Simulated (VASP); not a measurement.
The system is Si2Ge.

```xyz
6
Lattice="4.9112 0.0000 0.0000 0.0000 4.9112 0.0000 0.0000 0.0000 4.8967" Properties=species:S:1:pos:R:3 pbc="T T T"
Si    0.7607    1.6949    1.2242
Si    4.1505    3.2163    1.2242
Si    1.6949    4.1505    3.6725
Si    3.2163    0.7607    3.6725
Ge    2.4556    2.4556    0.0000
Ge    0.0000    0.0000    2.4484
```

- Program: VASP 6.6.1
- Task: relaxation of cell and atoms
- Functional: PBE
- Potentials or basis: VASP PAW PBE potentials, release 64 (Si, Ge_d)
- Cutoff: 600 eV
- k mesh: 4 × 4 × 4
- Occupations: gaussian, width 0.1 eV
- Spin: no spin polarisation

At the start: pressure 20.7 GPa; volume 19.69 Å³/atom.

**Question.** Where does the relaxation end?

**Answer.** Over 23 steps the energy falls by 516.9 meV/atom and the volume is 18.41 Å³/atom (-6.5 %); space group P-4n2 (No. 118, to 0.05 Å).

The path:
| step | energy change (eV) | largest force (eV/Å) | pressure (GPa) | volume (Å³) |
| --- | --- | --- | --- | --- |
| 1 | 0.0000 | 0.8900 | 20.71 | 118.11 |
| 2 | -1.0086 | 1.0641 | -5.95 | 166.89 |
| 3 | -1.5613 | 0.7454 | 0.03 | 144.51 |
| 4 | -1.5613 | 0.7293 | 0.32 | 143.95 |
| 5 | -1.6509 | 0.3817 | -0.09 | 145.22 |
| 6 | -1.6992 | 0.1952 | -0.55 | 147.02 |
| 7 | -1.7770 | 0.1728 | -0.89 | 145.82 |
| 8 | -1.9204 | 0.1710 | -1.68 | 141.28 |
| 9 | -2.3865 | 0.7124 | -2.68 | 127.70 |
| 10 | 19.1539 | 1.5611 | 143.38 | 80.28 |
| 11 | -2.3915 | 1.1215 | -2.39 | 126.87 |
| 12 | -2.7067 | 1.7664 | 0.00 | 113.18 |
| 13 | -2.7335 | 1.4047 | -2.33 | 120.33 |
| 14 | -2.7612 | 1.4901 | -2.19 | 119.10 |
| 15 | -2.8062 | 1.4448 | -2.42 | 118.16 |
| 16 | -2.8456 | 1.2900 | -2.20 | 116.47 |
| 17 | -2.8493 | 1.2382 | -2.08 | 116.00 |
| 18 | -2.8968 | 1.1016 | -2.02 | 115.53 |
| 19 | -3.0120 | 0.6829 | -1.80 | 114.12 |
| 20 | -3.0985 | 0.1095 | -0.50 | 111.29 |
| 21 | -3.0993 | 0.0394 | -0.60 | 111.55 |
| 22 | -3.1008 | 0.0219 | -0.42 | 111.12 |
| 23 | -3.1017 | 0.0072 | -0.01 | 110.47 |

Final structure:
```
Si Ge
1.0
     6.08028    0.00000    0.00000
     0.00000    6.08028    0.00000
     0.00000    0.00000    2.98817
Si Ge
4 2
Direct
  0.13582 0.36418 0.25000
  0.86418 0.63582 0.25000
  0.36418 0.86418 0.75000
  0.63582 0.13582 0.75000
  0.50000 0.50000 0.00000
  0.00000 0.00000 0.50000
```
